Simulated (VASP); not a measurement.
CdS (Hawleyite):

```
Cd S
1.0
     0.00000    2.85696    2.85696
     2.85696    0.00000    2.85696
     2.85696    2.85696    0.00000
Cd S
1 1
Direct
  0.00000 0.00000 0.00000
  0.75000 0.75000 0.75000
```

Base run:

* Program: VASP 6.6.1
* Functional: revPBE
* Dispersion: D3(BJ)
* Potentials or basis: VASP PAW PBE potentials, release 64 (Cd, S)
* Cutoff: 520 eV
* k mesh: 8 × 8 × 8
* Occupations: fermi-dirac, width 0.05 eV
* Spin: no spin polarisation

Its results: band gap on the k mesh 1.42 eV, direct; pressure 4.7 GPa.

**Question.** The run is repeated on the same cell with these changes: functional from revPBE to BLYP; dispersion from D3(BJ) to D4. What comes out?

**Answer.** Band gap on the k mesh 1.27 eV, direct; pressure 6.8 GPa.

Several settings changed at once, so the effect can't be laid on one alone.

Caveats: the PAW data sets were made with another functional, which shifts forces and pressure a little.

